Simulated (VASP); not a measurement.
# MgI2 (P-3m1) in VASP: a series of runs

Runs on MgI2. Level: PBEsol. Tasks: single point.

All numbers are computed with VASP 6.6.1; they aren't measurements. Logs are shortened: lines on timing, memory, paths and dates and some standing lists are left out, and cuts for length are marked.

### Step 1. The cell of the first run

Symmetry: P-3m1, No. 164, trigonal system. The conventional cell has a = 4.162 Å, b = 4.162 Å, c = 6.814 Å, α = 90.00°, β = 90.00°, γ = 120.00°. Within 3.8 Å of Mg (site symmetry -3m) lie 6 I at 2.91 Å. I (site symmetry 3m) has 3 Mg at 2.91 Å within 3.8 Å.

### Step 2. Single point, PBEsol (uniaxial strain along c: -3.0 %)

Contents of INCAR:

```
PREC = Accurate
ENCUT = 520
EDIFF = 1E-6
ISMEAR = 0
SIGMA = 0.02
LREAL = F
LASPH = T
NELM = 80
ALGO = Normal
ISIF = 2
LWAVE = F
LCHARG = T
GGA = PS
LELF = T
LVHAR = T
NBANDS = 15
```

Contents of KPOINTS:

```
Automatic mesh
0
Gamma
  6 6 4
```

Contents of POSCAR:

```
MgI2
1.0
    4.1617059733      0.0000000000      0.0000000000
   -2.0808529867      3.6041430960      0.0000000000
    0.0000000000      0.0000000000      6.8136051958
Mg I
1 2
Direct
    0.0000000000      0.0000000000      0.0000000000
    0.3333334066      0.6666665934      0.7594202088
    0.6666665934      0.3333334066      0.2405797912
```

Potentials or basis: VASP PAW PBE potentials, release 64 (Mg, I).

The run is started by

```sh
> cat potpaw_PBE.64/Mg/POTCAR potpaw_PBE.64/I/POTCAR > POTCAR
> mpirun -np 1 vasp_std > vasp.out
```

OUTCAR:

```text
PREC = Accurate
   ENCUT = 520
   EDIFF = 1E-6
   ISMEAR = 0
   LREAL = F
   LASPH = T
   NELM = 80
   ISIF = 2
   GGA = PS

 ion  position               nearest neighbor table
   1  0.000  0.000  0.000-   3 2.91   2 2.91   3 2.91   2 2.91   2 2.91   3 2.91
   2  0.333  0.667  0.759-   1 2.91   1 2.91   1 2.91
   3  0.667  0.333  0.241-   1 2.91   1 2.91   1 2.91

  LATTYP: Found a hexagonal cell.
 ALAT       =     4.1617059733
 C/A-ratio  =     1.6372144595

  Lattice vectors:

 A1 = (   4.1617059733,   0.0000000000,   0.0000000000)
 A2 = (  -2.0808529867,   3.6041430960,   0.0000000000)
 A3 = (   0.0000000000,   0.0000000000,   6.8136051958)

Analysis of symmetry for initial positions (statically):
=====================================================================
 Subroutine PRICEL returns:
 Original cell was already a primitive cell.

 Routine SETGRP: Setting up the symmetry group for a
 hexagonal supercell.

 Subroutine GETGRP returns: Found 12 space group operations
 (whereof 12 operations were pure point group operations)
 out of a pool of 24 trial point group operations.

The static configuration has the point symmetry D_3d.

Analysis of symmetry for dynamics (positions and initial velocities):
=====================================================================
 Subroutine PRICEL returns:
 Original cell was already a primitive cell.

 Routine SETGRP: Setting up the symmetry group for a
 hexagonal supercell.

 Subroutine GETGRP returns: Found 12 space group operations
 (whereof 12 operations were pure point group operations)
 out of a pool of 24 trial point group operations.

The dynamic configuration has the point symmetry D_3d.

 Subroutine INISYM returns: Found 12 space group operations
 (whereof 12 operations are pure point group operations),
 and found     1 'primitive' translations

----------------------------------------------------------------------------------------

                                     Primitive cell

  volume of cell :     102.1999

  direct lattice vectors                    reciprocal lattice vectors
     4.161705973  0.000000000  0.000000000     0.240286077  0.138729231  0.000000000
    -2.080852987  3.604143096  0.000000000     0.000000000  0.277458462  0.000000000
     0.000000000  0.000000000  6.813605196     0.000000000  0.000000000  0.146765181

  length of vectors
     4.161705973  4.161705973  6.813605196     0.277458462  0.277458462  0.146765181

  position of ions in fractional coordinates (direct lattice)
     0.000000000  0.000000000  0.000000000
     0.333333407  0.666666593  0.759420209
     0.666666593  0.333333407  0.240579791

  ion indices of the primitive-cell ions
   primitive index   ion index
                 1           1
                 2           2
                 3           3

----------------------------------------------------------------------------------------

 KPOINTS: Automatic mesh

Automatic generation of k-mesh.
 Grid dimensions read from file:
 generate k-points for:    6    6    4

 Generating k-lattice:

  Cartesian coordinates                     Fractional coordinates (reciprocal lattice)
     0.040047679  0.023121538  0.000000000     0.166666667  0.000000000  0.000000000
     0.000000000  0.046243077  0.000000000     0.000000000  0.166666667  0.000000000
     0.000000000  0.000000000  0.036691295     0.000000000  0.000000000  0.250000000

  Length of vectors
     0.046243077  0.046243077  0.036691295

  Shift w.r.t. Gamma in fractional coordinates (k-lattice)
     0.000000000  0.000000000  0.000000000

 Subroutine IBZKPT returns following result:
 ===========================================

 Found     24 irreducible k-points:

 Following reciprocal coordinates:
            Coordinates               Weight
  0.000000  0.000000  0.000000      1.000000
  0.166667  0.000000  0.000000      6.000000
  0.333333  0.000000  0.000000      6.000000
  0.500000  0.000000  0.000000      3.000000
  0.166667  0.166667  0.000000      6.000000
  0.333333  0.166667  0.000000     12.000000
[... 16 lines left out ...]
  0.333333  0.166667  0.500000     12.000000
  0.333333  0.333333  0.500000      2.000000
   k-points           NKPTS =     24   k-points in BZ     NKDIM =     24   number of bands    NBANDS=     15
   number of dos      NEDOS =    301   number of ions     NIONS =      3
   total plane-waves  NPLWV =  55296
   dimension x,y,z NGX =    32 NGY =   32 NGZ =   54
   dimension x,y,z NGXF=    64 NGYF=   64 NGZF=  108
   ions per type =               1   2
   NGX,Y,Z   is equivalent  to a cutoff of  12.78, 12.78, 13.18 a.u.
   NGXF,Y,Z  is equivalent  to a cutoff of  25.57, 25.57, 26.35 a.u.
 SYSTEM =  unknown system
   PREC   = accura    normal or accurate (medium, high low for compatibility)
   ISTART =      0    job   : 0-new  1-cont  2-samecut
   ICHARG =      2    charge: 1-file 2-atom 10-const
   ISPIN  =      1    spin polarized calculation?
   LNONCOLLINEAR =      F non collinear calculations
   LSORBIT =      F    spin-orbit coupling
   LASPH  =      T    aspherical Exc in radial PAW
   ENCUT  =  520.0 eV  38.22 Ry    6.18 a.u.   7.74  7.74 12.67*2*pi/ulx,y,z
   NELM   =     80;   NELMIN=  2; NELMDL= -5     # of ELM steps
   EDIFF  = 0.1E-05   stopping-criterion for ELM
   LREAL  =      F    real-space projection
   EDIFFG = 0.1E-04   stopping-criterion for IOM
   NSW    =      0    number of steps for IOM
   IBRION =     -1    ionic relax: 0-MD 1-quasi-New 2-CG
   NFREE  =      0    steps in history (QN), initial steepest desc. (CG)
   ISIF   =      2    stress and relaxation
   ISYM   =      2    0-nonsym 1-usesym 2-fastsym
   POTIM  = 0.5000    time-step for ionic-motion
   TEBEG  =    0.0;   TEEND  =   0.0 temperature during run
   PSTRESS=    0.0 pullay stress
   NELECT =      16.0000    total number of electrons
   NUPDOWN=      -1.0000    fix difference up-down
   EMIN   =  10.00;   EMAX   =-10.00  energy-range for DOS
   EFERMI =   0.00;   METHOD = LEGACY
   ISMEAR =     0;   SIGMA  =   0.02  broadening in eV -4-tet -1-fermi 0-gaus
   EFERMI_NEDOS =   21; number of points for ismear=-14 and -15
   IALGO  =     38    algorithm
   IMIX   =      4    mixing-type and parameters
     AMIX     =   0.40;   BMIX     =  1.00
     AMIX_MAG =   1.60;   BMIX_MAG =  1.00
  volume/ion in A,a.u.               =      34.07       229.89
  Fermi-wavevector in a.u.,A,eV,Ry     =   0.882331  1.667363 10.592236  0.778507
  Thomas-Fermi vector in A             =   2.002948
   LORBIT       =      0    0 simple, 1 ext, 2 COOP (PROOUT), +10 PAW based schemes
   GGA     = PS    functional components
   LHFCALC =     F    Hartree Fock is set to
   AEXX    =    0.0000 exact exchange contribution
   IVDW    =     0    specifies the selected vdW correction
   LEPSILON=     F    determine dielectric tensor
   LRPA    =     F    only Hartree local field effects (RPA)
 non-spin polarized calculation
 Gauss-broadening in eV      SIGMA  =   0.02
  energy-cutoff  :      520.00
  volume of cell :      102.20
 maximum number of plane-waves:      2798
 NGX is ok and might be reduce to    32
   NGX = 15   NGY = 15   NGZ = 25

 number of electron      16.0000002 magnetization

 Free energy of the ion-electron system (eV)
  ---------------------------------------------------
  ext. energy  EPLUGINS =         0.00000000
  ---------------------------------------------------
  free energy    TOTEN  =        -8.41699062 eV

  energy without entropy =       -8.41699062  energy(sigma->0) =       -8.41699062

 E-fermi :   2.4253     XC(G=0):  -8.3812

 val. band max:        2.3100244509   @ k =   0.0000   0.0000   0.0000
 cond. band min:       5.7186931557   @ k =   0.5000   0.0000   0.2500
 fundamental gap:      3.4086687048
 Fermi energy:         2.4253434157

 k-point     1 :       0.0000    0.0000    0.0000
  band No.  band energies     occupation
      1      -9.8990      2.00000
      2      -9.1462      2.00000
      3      -1.3238      2.00000
      4       1.7307      2.00000
      5       1.7307      2.00000
      6       2.1383      2.00000
      7       2.1383      2.00000
      8       2.3100      2.00000
      9       5.8515      0.00000
     10       6.8402      0.00000
     11       8.8343      0.00000
     12       8.8343      0.00000
     13       9.7051      0.00000
     14      10.2900      0.00000
     15      10.2900      0.00000

 k-point     2 :       0.1667    0.0000    0.0000
  band No.  band energies     occupation
      1      -9.7566      2.00000
      2      -9.0777      2.00000
      3      -1.1320      2.00000
      4       0.7297      2.00000
      5       1.2799      2.00000
      6       1.4134      2.00000
      7       2.0912      2.00000
      8       2.2013      2.00000
      9       6.7671      0.00000
     10       7.4991      0.00000
     11       8.3388      0.00000
     12       9.2244      0.00000
     13       9.3755      0.00000
     14      10.1597      0.00000
     15      10.6695      0.00000

 k-point     3 :       0.3333    0.0000    0.0000
  band No.  band energies     occupation
      1      -9.4157      2.00000
      2      -8.9611      2.00000
      3      -0.9887      2.00000
      4      -0.4138      2.00000
      5       0.2679      2.00000
      6       0.9668      2.00000
      7       1.7902      2.00000
      8       1.8864      2.00000
      9       6.2261      0.00000
     10       7.6224      0.00000
     11       8.1315      0.00000
     12       9.2974      0.00000
     13       9.8882      0.00000
     14      10.8516      0.00000
     15      11.2078      0.00000

 k-point     4 :       0.5000    0.0000    0.0000
  band No.  band energies     occupation
      1      -9.1755      2.00000
      2      -8.9511      2.00000
      3      -1.4255      2.00000
      4      -0.6240      2.00000
      5       0.3698      2.00000
      6       0.7852      2.00000
      7       1.3399      2.00000
      8       1.7742      2.00000
      9       5.8071      0.00000
     10       7.4793      0.00000
     11       7.7110      0.00000
     12       9.1588      0.00000
     13      10.3602      0.00000
     14      11.5314      0.00000
     15      11.9798      0.00000
[... 307 lines left out ...]
 k-point    22 :       0.1667    0.1667    0.5000
  band No.  band energies     occupation
      1      -9.3959      2.00000
      2      -9.1223      2.00000
      3      -0.7919      2.00000
      4      -0.1981      2.00000
      5       0.6823      2.00000
      6       1.2098      2.00000
      7       1.4710      2.00000
      8       1.6022      2.00000
      9       6.8547      0.00000
     10       8.0573      0.00000
     11       8.7433      0.00000
     12       9.2051      0.00000
     13       9.4575      0.00000
     14       9.7052      0.00000
     15      10.8530      0.00000

 k-point    23 :       0.3333    0.1667    0.5000
  band No.  band energies     occupation
      1      -9.1281      2.00000
      2      -9.0004      2.00000
      3      -1.2607      2.00000
      4      -0.7862      2.00000
      5       0.2270      2.00000
      6       0.6742      2.00000
      7       1.5470      2.00000
      8       1.6906      2.00000
      9       6.5423      0.00000
     10       7.7881      0.00000
     11       8.4647      0.00000
     12       9.0612      0.00000
     13       9.2971      0.00000
     14      10.4717      0.00000
     15      11.3002      0.00000

 k-point    24 :       0.3333    0.3333    0.5000
  band No.  band energies     occupation
      1      -8.9964      2.00000
      2      -8.9964      2.00000
      3      -1.0017      2.00000
      4      -0.6020      2.00000
      5      -0.6020      2.00000
      6       0.0050      2.00000
      7       1.7251      2.00000
      8       1.7251      2.00000
      9       7.1236      0.00000
     10       8.0025      0.00000
     11       8.0025      0.00000
     12       9.5581      0.00000
     13      10.4455      0.00000
     14      10.6724      0.00000
     15      10.8939      0.00000

------------------------ aborting loop because EDIFF is reached ----------------------------------------

  FORCE on cell =-STRESS in cart. coord.  units (eV):
  Direction    XX          YY          ZZ          XY          YZ          ZX
  --------------------------------------------------------------------------------------
  -------------------------------------------------------------------------------------
  Total       -0.1219109     -0.1219109      0.3723154      0.0000000     -0.0000000      0.0000000
  in kB       -1.9111846     -1.9111846      5.8367511      0.0000000     -0.0000000      0.0000000
  external PRESSURE =       0.6714606 kB  Pullay stress =       0.0000000 kB

 VOLUME and BASIS-vectors are now :
 -----------------------------------------------------------------------------
  energy-cutoff  :      520.00
  volume of cell :      102.20
      direct lattice vectors                 reciprocal lattice vectors
     4.161705973  0.000000000  0.000000000     0.240286077  0.138729231  0.000000000
    -2.080852987  3.604143096  0.000000000     0.000000000  0.277458462  0.000000000
     0.000000000  0.000000000  6.813605196     0.000000000  0.000000000  0.146765181

 POSITION                                       TOTAL-FORCE (eV/Angst)
 -----------------------------------------------------------------------------------
      0.00000      0.00000      0.00000         0.000000      0.000000      0.000000
      0.00000      2.40276      5.17439        -0.000000      0.000000     -0.063919
      2.08085      1.20138      1.63922        -0.000000     -0.000000      0.063919
 -----------------------------------------------------------------------------------
    total drift:                                0.000000     -0.000000      0.000000

  FREE ENERGIE OF THE ION-ELECTRON SYSTEM (eV)
  ---------------------------------------------------
  free  energy   TOTEN  =        -8.4169906166 eV

  energy  without entropy=       -8.4169906166  energy(sigma->0) =       -8.41699062
```

It took 16 s on 1 thread of Intel Xeon 6975P-C (Granite Rapids), shared host; peak memory 0.23 GiB.

What came out:

| Item | Value |
| --- | --- |
| Free energy | -8.4170 eV |
| Pressure | 0.1 GPa |
| Largest force | 0.064 eV/Å |
| Band gap on the k mesh | 3.41 eV, indirect (least direct gap 3.54 eV) |

Forces on the atoms (eV/Å):
```
Mg   0.000  0.000  0.000
I    0.000  0.000 -0.064
I    0.000  0.000  0.064
```

Levels at points of the mesh, in eV from the valence-band top:
| k point | band 6 | band 7 | band 8 | band 9 | band 10 | band 11 |
| --- | --- | --- | --- | --- | --- | --- |
| (0.00, 0.00, 0.00) | -0.17 | -0.17 | 0.00 | 3.54 | 4.53 | 6.52 |
| (0.50, 0.00, 0.00) | -1.52 | -0.97 | -0.54 | 3.50 | 5.17 | 5.40 |
| (0.00, 0.00, 0.50) | -0.48 | -0.27 | -0.27 | 4.49 | 4.63 | 6.34 |
| (0.50, 0.00, 0.50) | -1.18 | -0.85 | -0.78 | 3.44 | 5.07 | 5.56 |

Caveat: the cell differs from its parent crystal (uniaxial strain along c: -3.0 %); the PAW data sets were made with another functional, which shifts forces and pressure a little; spin-orbit coupling is left out, which moves the levels of the heavy elements; this functional lacks dispersion, which binds the layers, so the pressure and a relaxed spacing across them are unreliable.

(Continued in part 2 of 2.)
